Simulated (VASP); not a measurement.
# HfPdSe4 (P-3m1) in VASP: a series of runs

Runs on HfPdSe4. Level: PBE. Tasks: relaxation of cell and atoms, single point.

Program: VASP 6.6.1. These are calculated values, not measurements. Logs are shortened: lines on timing, memory, paths and dates and some standing lists are left out, and cuts for length are marked.

## (1) The cell of the first run

It takes space group P-3m1 (No. 164, trigonal). Conventional cell: a = 3.569 Å, b = 3.569 Å, c = 13.499 Å, α = 90.00°, β = 90.00°, γ = 120.00°. Hf (site symmetry -3m) has 6 Se at 2.69 Å and 6 Hf at 3.57 Å within 3.6 Å. Within 3.6 Å of Pd (site symmetry -3m) lie 6 Se at 2.65 Å and 6 Pd at 3.57 Å. Within 3.6 Å of Se (site symmetry 3m) lie 3 Hf at 2.69 Å and 6 Se at 3.57 Å. Within 3.6 Å of Se (site symmetry 3m) lie 3 Pd at 2.65 Å and 6 Se at 3.57 Å.

The cell was generated, and may not be a known phase.

## (2) Relaxation of cell and atoms, PBE

Contents of INCAR:

```
PREC = Accurate
ENCUT = 600
EDIFF = 1E-7
ISMEAR = 0
SIGMA = 0.1
LREAL = F
LASPH = T
NELM = 60
ALGO = Normal
ISIF = 3
LWAVE = F
LCHARG = F
GGA = PE
IBRION = 2
NSW = 90
EDIFFG = -0.04
```

Contents of KPOINTS:

```
regular mesh
0
Gamma
  6 6 2
```

Contents of POSCAR:

```
HfPdSe4
1.0
    3.5686487100      0.0000000000      0.0000000000
   -1.7843243600      3.0905404400      0.0000000000
    0.0000000000      0.0000000000     13.4986046900
Hf Pd Se
1 1 4
Direct
    0.0000000000      0.0000000000      0.0000000000
    0.0000000000      0.0000000000      0.5000000000
    0.6666666700      0.3333333300      0.8719140300
    0.6666666700      0.3333333300      0.3771010000
    0.3333333300      0.6666666700      0.6228990000
    0.3333333300      0.6666666700      0.1280859700
```

Potentials or basis: VASP PAW PBE potentials, release 64 (Hf_pv, Pd, Se).

Command:

```bash
cat potpaw_PBE.64/Hf_pv/POTCAR potpaw_PBE.64/Pd/POTCAR potpaw_PBE.64/Se/POTCAR > POTCAR
mpirun -np 1 vasp_std > vasp.out
```

OUTCAR:

```text
PREC = Accurate
   ENCUT = 600
   EDIFF = 1E-7
   ISMEAR = 0
   LREAL = F
   LASPH = T
   NELM = 60
   ISIF = 3
   GGA = PE
   IBRION = 2
   NSW = 90
   EDIFFG = -0.04

 ion  position               nearest neighbor table
   1  0.000  0.000  0.000-   3 2.69   6 2.69   3 2.69   6 2.69   3 2.69   6 2.69
   2  0.000  0.000  0.500-   4 2.65   5 2.65   4 2.65   5 2.65   4 2.65   5 2.65
   3  0.667  0.333  0.872-   1 2.69   1 2.69   1 2.69
   4  0.667  0.333  0.377-   2 2.65   2 2.65   2 2.65
   5  0.333  0.667  0.623-   2 2.65   2 2.65   2 2.65
   6  0.333  0.667  0.128-   1 2.69   1 2.69   1 2.69

  LATTYP: Found a hexagonal cell.
 ALAT       =     3.5686487100
 C/A-ratio  =     3.7825535061

  Lattice vectors:

 A1 = (   3.5686487100,   0.0000000000,   0.0000000000)
 A2 = (  -1.7843243600,   3.0905404400,   0.0000000000)
 A3 = (   0.0000000000,   0.0000000000,  13.4986046900)

Analysis of symmetry for initial positions (statically):
=====================================================================
 Subroutine PRICEL returns:
 Original cell was already a primitive cell.

 Routine SETGRP: Setting up the symmetry group for a
 hexagonal supercell.

 Subroutine GETGRP returns: Found 12 space group operations
 (whereof 12 operations were pure point group operations)
 out of a pool of 24 trial point group operations.

The static configuration has the point symmetry D_3d.

Analysis of symmetry for dynamics (positions and initial velocities):
=====================================================================
 Subroutine PRICEL returns:
 Original cell was already a primitive cell.

 Routine SETGRP: Setting up the symmetry group for a
 hexagonal supercell.

 Subroutine GETGRP returns: Found 12 space group operations
 (whereof 12 operations were pure point group operations)
 out of a pool of 24 trial point group operations.

The dynamic configuration has the point symmetry D_3d.

 Subroutine INISYM returns: Found 12 space group operations
 (whereof 12 operations are pure point group operations),
 and found     1 'primitive' translations

----------------------------------------------------------------------------------------

                                     Primitive cell

  volume of cell :     148.8768

  direct lattice vectors                    reciprocal lattice vectors
     3.568648710  0.000000000  0.000000000     0.280218111  0.161784002  0.000000000
    -1.784324360  3.090540440  0.000000000     0.000000000  0.323568004  0.000000000
     0.000000000  0.000000000 13.498604690     0.000000000  0.000000000  0.074081731

  length of vectors
     3.568648710  3.568648712 13.498604690     0.323568004  0.323568004  0.074081731

  position of ions in fractional coordinates (direct lattice)
     0.000000000  0.000000000  0.000000000
     0.000000000  0.000000000  0.500000000
     0.666666670  0.333333330  0.871914030
     0.666666670  0.333333330  0.377101000
     0.333333330  0.666666670  0.622899000
     0.333333330  0.666666670  0.128085970

  ion indices of the primitive-cell ions
   primitive index   ion index
                 1           1
                 2           2
                 3           3
                 4           4
                 5           5
                 6           6

----------------------------------------------------------------------------------------

 KPOINTS: regular mesh

Automatic generation of k-mesh.
 Grid dimensions read from file:
 generate k-points for:    6    6    2

 Generating k-lattice:

  Cartesian coordinates                     Fractional coordinates (reciprocal lattice)
     0.046703018  0.026964000  0.000000000     0.166666667  0.000000000  0.000000000
     0.000000000  0.053928001  0.000000000     0.000000000  0.166666667  0.000000000
     0.000000000  0.000000000  0.037040865     0.000000000  0.000000000  0.500000000

  Length of vectors
     0.053928001  0.053928001  0.037040865

  Shift w.r.t. Gamma in fractional coordinates (k-lattice)
     0.000000000  0.000000000  0.000000000

 Subroutine IBZKPT returns following result:
 ===========================================

 Found     14 irreducible k-points:

 Following reciprocal coordinates:
            Coordinates               Weight
  0.000000  0.000000  0.000000      1.000000
  0.166667  0.000000  0.000000      6.000000
  0.333333  0.000000  0.000000      6.000000
  0.500000  0.000000  0.000000      3.000000
  0.166667  0.166667  0.000000      6.000000
  0.333333  0.166667  0.000000     12.000000
  0.333333  0.333333  0.000000      2.000000
  0.000000  0.000000  0.500000      1.000000
  0.166667  0.000000  0.500000      6.000000
  0.333333  0.000000  0.500000      6.000000
  0.500000  0.000000  0.500000      3.000000
  0.166667  0.166667  0.500000      6.000000
  0.333333  0.166667  0.500000     12.000000
  0.333333  0.333333  0.500000      2.000000
   k-points           NKPTS =     14   k-points in BZ     NKDIM =     14   number of bands    NBANDS=     26
   number of dos      NEDOS =    301   number of ions     NIONS =      6
   total plane-waves  NPLWV =  97200
   dimension x,y,z NGX =    30 NGY =   30 NGZ =  108
   dimension x,y,z NGXF=    60 NGYF=   60 NGZF=  216
   ions per type =               1   1   4
   NGX,Y,Z   is equivalent  to a cutoff of  13.98, 13.98, 13.30 a.u.
   NGXF,Y,Z  is equivalent  to a cutoff of  27.95, 27.95, 26.60 a.u.
 SYSTEM =  unknown system
   PREC   = accura    normal or accurate (medium, high low for compatibility)
   ISTART =      0    job   : 0-new  1-cont  2-samecut
   ICHARG =      2    charge: 1-file 2-atom 10-const
   ISPIN  =      1    spin polarized calculation?
   LNONCOLLINEAR =      F non collinear calculations
   LSORBIT =      F    spin-orbit coupling
   LASPH  =      T    aspherical Exc in radial PAW
   ENCUT  =  600.0 eV  44.10 Ry    6.64 a.u.   7.13  7.13 26.96*2*pi/ulx,y,z
   NELM   =     60;   NELMIN=  2; NELMDL= -5     # of ELM steps
   EDIFF  = 0.1E-06   stopping-criterion for ELM
   LREAL  =      F    real-space projection
   EDIFFG = -.4E-01   stopping-criterion for IOM
   NSW    =     90    number of steps for IOM
   IBRION =      2    ionic relax: 0-MD 1-quasi-New 2-CG
   NFREE  =      1    steps in history (QN), initial steepest desc. (CG)
   ISIF   =      3    stress and relaxation
   ISYM   =      2    0-nonsym 1-usesym 2-fastsym
   POTIM  = 0.5000    time-step for ionic-motion
   TEBEG  =    0.0;   TEEND  =   0.0 temperature during run
   PSTRESS=    0.0 pullay stress
   NELECT =      44.0000    total number of electrons
   NUPDOWN=      -1.0000    fix difference up-down
   EMIN   =  10.00;   EMAX   =-10.00  energy-range for DOS
   EFERMI =   0.00;   METHOD = LEGACY
   ISMEAR =     0;   SIGMA  =   0.10  broadening in eV -4-tet -1-fermi 0-gaus
   EFERMI_NEDOS =   21; number of points for ismear=-14 and -15
   IALGO  =     38    algorithm
   IMIX   =      4    mixing-type and parameters
     AMIX     =   0.40;   BMIX     =  1.00
     AMIX_MAG =   1.60;   BMIX_MAG =  1.00
  volume/ion in A,a.u.               =      24.81       167.45
  Fermi-wavevector in a.u.,A,eV,Ry     =   1.090477  2.060704 16.179246  1.189141
  Thomas-Fermi vector in A             =   2.226703
   LORBIT       =      0    0 simple, 1 ext, 2 COOP (PROOUT), +10 PAW based schemes
   GGA     = PE    functional components
   LHFCALC =     F    Hartree Fock is set to
   AEXX    =    0.0000 exact exchange contribution
   IVDW    =     0    specifies the selected vdW correction
   LEPSILON=     F    determine dielectric tensor
   LRPA    =     F    only Hartree local field effects (RPA)
 conjugate gradient relaxation of ions
 non-spin polarized calculation
 Gauss-broadening in eV      SIGMA  =   0.10
  energy-cutoff  :      600.00
  volume of cell :      148.88
 maximum number of plane-waves:      5013
 NGX is ok and might be reduce to    30
   NGX = 15   NGY = 15   NGZ = 53

--------------------------------------- Ionic step        1  -------------------------------------------

 number of electron      43.9999998 magnetization

 Free energy of the ion-electron system (eV)
  ---------------------------------------------------
  ext. energy  EPLUGINS =         0.00000000
  ---------------------------------------------------
  free energy    TOTEN  =       -33.10588930 eV

  energy without entropy =      -33.08475460  energy(sigma->0) =      -33.09532195

------------------------ aborting loop because EDIFF is reached ----------------------------------------

  FORCE on cell =-STRESS in cart. coord.  units (eV):
  Direction    XX          YY          ZZ          XY          YZ          ZX
  --------------------------------------------------------------------------------------
  -------------------------------------------------------------------------------------
  Total        0.2871836      0.2871836     -7.6216636     -0.0000000      0.0000000     -0.0000000
  in kB        3.0906023      3.0906023    -82.0225472     -0.0000000      0.0000000     -0.0000000
  external PRESSURE =     -25.2804476 kB  Pullay stress =       0.0000000 kB
[... 101 lines left out ...]
  FREE ENERGIE OF THE ION-ELECTRON SYSTEM (eV)
  ---------------------------------------------------
  free  energy   TOTEN  =       -33.5230671386 eV

  energy  without entropy=      -33.5150917248  energy(sigma->0) =      -33.51907943

[... ionic steps 4 to 29 ...]

--------------------------------------- Ionic step       30  -------------------------------------------

 number of electron      44.0000000 magnetization

------------------------ aborting loop because EDIFF is reached ----------------------------------------

  FORCE on cell =-STRESS in cart. coord.  units (eV):
  Direction    XX          YY          ZZ          XY          YZ          ZX
  --------------------------------------------------------------------------------------
  -------------------------------------------------------------------------------------
  Total       -0.1697110     -0.1697110     -0.0985505      0.0000000     -0.0000000     -0.0000000
  in kB       -1.6952054     -1.6952054     -0.9843991      0.0000000     -0.0000000     -0.0000000
  external PRESSURE =      -1.4582700 kB  Pullay stress =       0.0000000 kB
[... 65 lines left out ...]
  energy  without entropy=      -33.9448985375  energy(sigma->0) =      -33.94490276

--------------------------------------- Ionic step       32  -------------------------------------------

 number of electron      44.0000001 magnetization

 Free energy of the ion-electron system (eV)
  ---------------------------------------------------
  ext. energy  EPLUGINS =         0.00000000
  ---------------------------------------------------
  free energy    TOTEN  =       -33.94520474 eV

  energy without entropy =      -33.94519784  energy(sigma->0) =      -33.94520129

 E-fermi :   2.9297     XC(G=0):  -9.0280

 val. band max:        2.6607991119   @ k =   0.1667   0.0000   0.0000
 cond. band min:       3.1907187942   @ k =   0.5000   0.0000   0.0000
 fundamental gap:      0.5299196823
 Fermi energy:         2.9297096567

 k-point     1 :       0.0000    0.0000    0.0000
  band No.  band energies     occupation
      1     -28.6980      2.00000
      2     -28.6287      2.00000
      3     -28.6287      2.00000
      4     -11.1044      2.00000
      5     -10.6611      2.00000
      6      -9.6558      2.00000
[... 428 lines left out ...]
  FREE ENERGIE OF THE ION-ELECTRON SYSTEM (eV)
  ---------------------------------------------------
  free  energy   TOTEN  =       -33.9452047428 eV

  energy  without entropy=      -33.9451978447  energy(sigma->0) =      -33.94520129

 reached required accuracy - stopping structural energy minimisation
```

Run time: 15 min. Hardware: 1 thread of Intel Xeon 6975P-C (Granite Rapids), shared host; peak memory 0.36 GiB.

What came out:

```yaml
Free_energy: -33.9452 eV
Relaxed_volume: 26.73 Å³/atom
Relaxed_cell: a = 3.762 Å, b = 3.762 Å, c = 13.082 Å, α = 90.00°, β = 90.00°, γ = 120.00°
Space_group_after_relaxing_to_0.1_Å: P-3m1 (No. 164)
Energy_gained_by_relaxing: 139.9 meV/atom
Ionic_steps: 32
Pressure_after_relaxing: 0.0 GPa
Largest_force_after_relaxing: 0.026 eV/Å
Band_gap_on_the_k_mesh: 0.53 eV (least direct gap 0.96 eV)
```

Forces in eV/Å, atoms in the order of the input:
```
Hf   0.000  0.000  0.000
Pd   0.000  0.000  0.000
Se   0.000  0.000  0.002
Se   0.000  0.000 -0.026
Se   0.000  0.000  0.026
Se   0.000  0.000 -0.002
```

The path:
```csv
step,energy change (eV),largest force (eV/Å),pressure (GPa),volume (Å³)
1,0.0000,1.6537,-2.53,148.88
2,-0.4171,0.8140,4.78,140.40
3,-0.4172,0.8459,4.96,140.23
4,-0.7204,0.6154,2.61,144.88
5,-0.7920,0.4569,0.72,148.86
6,-0.7928,0.4699,0.86,148.54
7,-0.8131,0.2555,-0.28,150.15
8,-0.8138,0.2856,-0.53,150.53
9,-0.8214,0.1585,0.00,149.74
10,-0.8220,0.1129,0.20,149.47
11,-0.8235,0.0909,0.10,149.89
12,-0.8252,0.1441,-0.20,151.18
13,-0.8261,0.1161,-0.04,151.22
14,-0.8265,0.0905,0.11,151.25
15,-0.8273,0.0771,0.10,151.45
16,-0.8291,0.0365,0.04,152.07
17,-0.8305,0.0752,-0.06,153.29
18,-0.8313,0.0740,0.00,153.49
19,-0.8329,0.0716,0.18,154.08
20,-0.8329,0.1136,0.54,155.23
21,-0.8335,0.0944,0.37,154.69
22,-0.8343,0.0776,0.26,155.16
23,-0.8355,0.1135,-0.04,156.60
24,-0.8355,0.1197,-0.08,156.84
25,-0.8362,0.1018,-0.06,157.11
26,-0.8377,0.0472,0.02,157.90
27,-0.8382,0.0653,0.18,159.49
28,-0.8384,0.0541,0.12,158.93
29,-0.8389,0.0565,-0.02,159.73
30,-0.8390,0.0584,-0.15,160.40
31,-0.8390,0.0577,-0.11,160.19
32,-0.8393,0.0264,0.03,160.38
```

Final structure:
```xyz
6
Lattice="3.7625 0.0000 0.0000 -1.8812 3.2584 0.0000 0.0000 0.0000 13.0820" Properties=species:S:1:pos:R:3 pbc="T T T"
Hf    3.7625    0.0000    0.0000
Pd    3.7625    0.0000    6.5410
Se    1.8812    1.0861   11.5066
Se    1.8812    1.0861    5.2516
Se    0.0000    2.1723    7.8304
Se    0.0000    2.1723    1.5754
```

Caveat: spin-orbit coupling is left out, which moves the levels of the heavy elements; this functional lacks dispersion, which binds layers or chains, so the pressure and a relaxed spacing across them are unreliable. A k mesh can miss the band edges.

## (3) Single point, PBE

This run uses another cell than the first one, of 27.34 Å³/atom.

Contents of INCAR:

```
PREC = Accurate
ENCUT = 520
EDIFF = 1E-6
ISMEAR = 0
SIGMA = 0.02
LREAL = F
LASPH = T
NELM = 100
ALGO = Normal
ISIF = 2
LWAVE = F
LCHARG = F
GGA = PE
NBANDS = 31
```

Contents of KPOINTS:

```
Automatic mesh
0
Gamma
  12 12 4
```

Contents of POSCAR:

```
HfPdSe4
1.0
    3.7552773393      0.0000000000      0.0000000000
   -1.8776386696      3.2521655741      0.0000000000
    0.0000000000      0.0000000000     13.4302472597
Hf Pd Se
1 1 4
Direct
    0.0000000000      0.0000000000      0.0000000000
    0.0000000000      0.0000000000      0.5000000000
    0.6666666667      0.3333333333      0.8821189646
    0.6666666667      0.3333333333      0.4032912749
    0.3333333333      0.6666666667      0.5967087251
    0.3333333333      0.6666666667      0.1178810354
```

Potentials or basis: VASP PAW PBE potentials, release 64 (Hf_pv, Pd, Se).

Command:

```bash
cat potpaw_PBE.64/Hf_pv/POTCAR potpaw_PBE.64/Pd/POTCAR potpaw_PBE.64/Se/POTCAR > POTCAR
mpirun -np 1 vasp_std > vasp.out
```

Run time: 3.8 min. Hardware: 1 thread of Intel Xeon 6975P-C (Granite Rapids), shared host; peak memory 0.49 GiB.

The run converged. Its results:

| Property | Result |
| --- | --- |
| Free energy | -33.9720 eV |
| Pressure | -0.1 GPa |
| Largest force | 0.036 eV/Å |
| Band gap on the k mesh | 0.57 eV (least direct gap 0.96 eV) |

Forces on the atoms (eV/Å):
```
Hf   0.000  0.000  0.000
Pd   0.000  0.000  0.000
Se   0.000  0.000  0.036
Se   0.000  0.000  0.001
Se   0.000  0.000 -0.001
Se   0.000  0.000 -0.036
```

Levels at points of the mesh, in eV from the valence-band top:
```
           k point  band 20  band 21  band 22  band 23  band 24  band 25
(0.00, 0.00, 0.00)    -0.04     0.00     0.00     1.48     1.48     1.87
(0.50, 0.00, 0.00)    -1.81    -1.25    -1.17     0.57     1.51     1.94
(0.00, 0.00, 0.50)    -0.03    -0.01    -0.01     1.48     1.48     1.91
(0.50, 0.00, 0.50)    -1.65    -1.39    -1.17     0.58     1.52     1.94
```

Caveat: spin-orbit coupling is left out, which moves the levels of the heavy elements; this functional lacks dispersion, which binds layers or chains, so the pressure and a relaxed spacing across them are unreliable.
